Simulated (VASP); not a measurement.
Set up this calculation in VASP 6.6.1, as the native input.

```yaml
Task: relaxation of cell and atoms
Functional: BLYP
Potentials_or_basis: VASP PAW PBE potentials, release 64 (Ir)
Cutoff: 600 eV
k_mesh: 12 × 12 × 12
Occupations: fermi-dirac, width 0.05 eV
Spin: no spin polarisation
Dipole_correction: no
Further_INCAR_settings: ALGO = Normal; EDIFF = 1e-06; IBRION = 2; EDIFFG = -0.01; NSW = 60; ISIF = 3
```

The structure of Ir lies in POSCAR:

```
Ir
1.0
    0.0000000000      1.9156000000      1.9156000000
    1.9156000000      0.0000000000      1.9156000000
    1.9156000000      1.9156000000      0.0000000000
Ir
1
Direct
    0.0000000000      0.0000000000      0.0000000000
```

The input as run:

INCAR

```
AGGAC = 1.0
AGGAX = 1.0
ALDAC = 0.0
ALDAX = 1.0
ALGO = Normal
EDIFF = 1E-6
EDIFFG = -0.01
ENCUT = 600
GGA = B5
IBRION = 2
ISIF = 3
ISMEAR = -1
LASPH = True
LCHARG = False
LREAL = False
LWAVE = False
NELM = 100
NSW = 60
PREC = Accurate
SIGMA = 0.05
```

KPOINTS

```
k-points
0
Gamma
  12 12 12
```

Potentials or basis: VASP PAW PBE potentials, release 64 (Ir).

Launch:

```sh
$ cat potpaw_PBE.64/Ir/POTCAR > POTCAR
$ mpirun -np 1 vasp_std > vasp.out
```

It gave:

The relaxed volume is 15.35 Å³/atom, the relaxed cell is a = 2.789 Å, b = 2.789 Å, c = 2.789 Å, α = 60.00°, β = 60.00°, γ = 60.00° and the space group after relaxing (to 0.05 Å) is Fm-3m (No. 225). The energy gained by relaxing is 118.7 meV/atom. The ionic steps are 5 and the pressure after relaxing is 0.0 GPa.

Caveat: the PAW data sets were made with another functional, which shifts forces and pressure a little.

Wall time 28 s on 1 thread of Intel(R) Xeon(R) 6975P-C (Granite Rapids), with other jobs on the host, peak memory 0.16 GiB.
